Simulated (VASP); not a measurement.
Input of a VASP 6.6.1 run:

Contents of INCAR:

```
PREC = Accurate
ENCUT = 520
EDIFF = 1E-6
ISMEAR = 0
SIGMA = 0.01
LREAL = False
LASPH = True
NELM = 60
ALGO = Normal
ISIF = 2
LWAVE = False
LCHARG = False
GGA = PE
NBANDS = 11
```

The input KPOINTS:

```
Automatic mesh
0
Gamma
  4 4 4
```

File POSCAR:

```
MgS
1.0
    0.0000000000      2.6441730645      2.6441730645
    2.6441730645      0.0000000000      2.6441730645
    2.6441730645      2.6441730645      0.0000000000
Mg S
1 1
Direct
    0.0000000000      0.0000000000      0.0000000000
    0.5000000000      0.5000000000      0.5000000000
```

Potentials or basis: VASP PAW PBE potentials, release 64 (Mg, S).

Launch:

```sh
$ cat potpaw_PBE.64/Mg/POTCAR potpaw_PBE.64/S/POTCAR > POTCAR
$ mpirun -np 1 vasp_std > vasp.out
```

(1) What does it give for the band gap on the k mesh?

(2) Predict the pressure.

## Answers

(1) 2.64 eV, indirect (least direct gap 3.33 eV).

(2) -2.3 GPa.

Caveat: the k points lie up to 0.51 Å⁻¹ apart.
